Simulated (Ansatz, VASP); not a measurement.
**One calculation of WSe2, two programs**

```
W Se
1.0
     3.64508    0.00000    0.00000
    -1.82254    2.58880    0.00000
     0.00000    0.00000    6.84239
W Se
1 2
Direct
  0.00000 0.00000 0.00000
  0.33333 0.66667 0.24055
  0.33333 0.66667 0.75945
```

Change from the starting cell: strain +e along x and -e along y +0.1000, strain +e along z and -e/2 along x and y -0.0233.

Alike in both runs: task single point; functional PBE; dispersion D3(BJ); k mesh 9 × 9 × 4; occupations gaussian, width 0.05 eV; no spin polarisation.

```csv
,VASP,Ansatz
version,VASP 6.6.1,Ansatz 0.2.0
potentials or method,"VASP PAW PBE potentials, release 64 (W_sv, Se), cutoff 520 eV","scalar-relativistic, plane waves, PAW"
valence electrons in the cell,26,46
```

```tsv
	VASP	Ansatz	Ansatz less VASP
gap on the k mesh at the Fermi level (eV)	1.09	1.09	+0.009
least direct gap on the mesh (eV)	1.41	1.41	+0.004
pressure (GPa)	4.9	4.5	-0.33
traceless stress, the component that is largest in VASP (GPa)	-13.24	-13.19	+0.051
rms of the force components (eV/Å)	0.982	0.966	-0.0160
```

Atom by atom the forces differ by 0.026 eV/Å (rms over components). VASP's potentials hold 26 valence electrons a cell and Ansatz's 46, so a difference there can come from the potentials and not from the codes.

Neither program's run includes spin-orbit coupling.
